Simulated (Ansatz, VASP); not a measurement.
# AlGa3N2: VASP beside Ansatz

The input INCAR:

```
PREC = Accurate
ENCUT = 520
EDIFF = 1E-6
ISMEAR = 0
SIGMA = 0.1
LREAL = False
LASPH = True
NELM = 150
ALGO = Normal
ISIF = 2
LWAVE = False
LCHARG = False
ISPIN = 2
MAGMOM = 0 0 0 0 1 1
LORBIT = 11
GGA = PE
NBANDS = 39
```

File KPOINTS:

```
regular mesh
0
Gamma
  6 6 4
```

POSCAR

```
AlGa3N2
1.0
    5.0884680400      0.0000000000      0.0000000000
   -2.5442340200      4.4067425900      0.0000000000
    0.0000000000      0.0000000000      4.1396270800
Al Ga N
1 3 2
Direct
    0.0000000000      0.0000000000      0.0000000000
    0.5000000000      0.5000000000      0.5000000000
    0.5000000000      0.0000000000      0.5000000000
    0.0000000000      0.5000000000      0.5000000000
    0.6666666700      0.3333333300      0.0000000000
    0.3333333300      0.6666666700      0.0000000000
```

Input for Ansatz:

```yaml
crystal:
  lattice:
    - [5.08846804, 0.0, 0.0]
    - [-2.54423402, 4.40674259, 0.0]
    - [0.0, 0.0, 4.13962708]
  atoms:
    - { symbol: Al, position: [0.0, 0.0, 0.0] }
    - { symbol: Ga, position: [0.5, 0.5, 0.5] }
    - { symbol: Ga, position: [0.5, 0.0, 0.5] }
    - { symbol: Ga, position: [0.0, 0.5, 0.5] }
    - { symbol: "N", position: [0.66666667, 0.33333333, 0.0], spin: 1.0 }
    - { symbol: "N", position: [0.33333333, 0.66666667, 0.0], spin: 1.0 }
basis:
  ecutwfc: 420
kpoints:
  mp_grid: { grid: [6, 6, 4] }
hamiltonian:
  xc: pbe
scf:
  occupations: { method: gaussian, width: 0.1 }
  lower_state_search: "off"
output:
  forces: true
  stress: true
  eigenvalues: true
  populations: true
magnetization:
  spin_polarized: true
```

Change from the starting cell: species swapped into the CeZn3Pd2 type (P6/mmm, No. 191).

Alike in both runs: task single point; functional PBE; k mesh 6 × 6 × 4; occupations gaussian, width 0.1 eV; collinear spin.

|  | VASP | Ansatz |
| --- | --- | --- |
| version | VASP 6.6.1 | Ansatz 0.2.0 |
| potentials or method | VASP PAW PBE potentials, release 64 (Al, Ga_d, N), cutoff 520 eV | scalar-relativistic, plane waves, PAW |
| valence electrons in the cell | 52 | 52 |

```csv
,VASP,Ansatz,Ansatz less VASP
gap on the k mesh at the Fermi level (eV),none,none,-
pressure (GPa),-4.8,-5.0,-0.17
"traceless stress, the component that is largest in VASP (GPa)",-15.52,-15.53,-0.012
net moment per atom (μB),0.20,0.20,0.000
size of the moment on the site where the two differ most (μB),0.43,0.55,+0.123
```

Site moments also hang on the region over which each program counts them. A gap of «none» marks a metal or a gap that the smearing closes.

The k mesh is coarse, so the values compare programs but aren't converged.
